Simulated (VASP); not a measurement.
Input of a VASP 6.6.1 run:

The input INCAR:

```
SYSTEM = SiRu5
ALGO     = Normal         ! electronic algorithm
DIPOL    = 0.5 0.5 0.386
EDIFF    = 1E-6           ! SCF threshold, eV
EDIFFG   = -0.025         ! ionic threshold
ENCUT    = 520            ! plane-wave cutoff, eV
GGA      = CA             ! functional
IBRION   = 2              ! ionic algorithm
IDIPOL   = 3            
ISIF     = 2              ! what is computed and relaxed
ISMEAR   = 0              ! smearing method
LASPH    = .True.         ! aspherical terms in the spheres
LCHARG   = .False.        ! write CHGCAR
LDIPOL   = .True.       
LREAL    = .False.        ! projectors in reciprocal space
LWAVE    = .False.        ! write WAVECAR
NELM     = 80             ! most SCF steps
NSW      = 36             ! ionic steps
PREC     = Accurate       ! precision mode
SIGMA    = 0.1            ! smearing width, eV
```

Contents of KPOINTS:

```
k-points
0
Gamma
  12 12 1
  0 0 0
```

Contents of POSCAR:

```
SiRu5
1.0
    2.6740588505      0.0000000000      0.0000000000
   -1.3370294252      2.3158028957      0.0000000000
    0.0000000000      0.0000000000     23.8999247755
Ru Si
5 1
Selective dynamics
Direct
    0.6666666667      0.3333333333      0.1673645435  F F F
    0.3333333333      0.6666666667      0.2557907839  F F F
    0.6666666667      0.3333333333      0.3443582822  F F F
    0.3333333333      0.6666666667      0.4334512798  F F F
    0.6666666667      0.3333333333      0.5188269374  F F F
    1.0000000000      1.0000000000      0.5952189455  F F T
```

Potentials or basis: VASP PAW LDA potentials, release 64 (Ru_pv, Si).

The run is started by

```sh
$ cat potpaw_LDA.64/Ru_pv/POTCAR potpaw_LDA.64/Si/POTCAR > POTCAR
$ mpirun -np 1 vasp_std > vasp.out
```

(1) Estimate the energy gained by relaxing.

(2) What does it give for the band gap on the k mesh?

Answers

(1) 33.6 meV/atom.

(2) zero (bands 37 and 38 overlap by 2.55 eV).
